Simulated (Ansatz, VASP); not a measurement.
## Two plane-wave programs on V

```
CELL_PARAMETERS angstrom
2.63058 0.00000 0.00000
-1.31529 2.27815 0.00000
0.00000 0.00000 9.12089
ATOMIC_POSITIONS crystal
V 0.00000 0.00000 0.00000
V 0.00000 0.00000 0.50000
V 0.33333 0.66667 0.75000
V 0.66667 0.33333 0.25000
```

Alike in both runs: functional r2SCAN; k mesh 21 × 21 × 6; occupations gaussian, width 0.1 eV; no spin polarisation.

Ansatz relaxed the structure, and its values are those at the end. VASP's run is a single point on that final structure, the one shown.

|  | VASP | Ansatz |
| --- | --- | --- |
| version | VASP 6.6.1 | Ansatz 0.2.0 |
| potentials or method | VASP PAW PBE potentials, release 64 (V_sv), cutoff 520 eV | scalar-relativistic, plane waves, PAW |
| valence electrons in the cell | 52 | 52 |

Ansatz gave:

| Item | Value |
| --- | --- |
| gap on the k mesh at the Fermi level (eV) | none |
| pressure (GPa) | 0.0 |

Question: What did VASP give for the same quantities?

Answer: gap on the k mesh at the Fermi level (eV): none; pressure (GPa): 0.6.

VASP's potentials were made for PBE, not for r2SCAN. A gap of «none» marks a metal or a gap that the smearing closes.
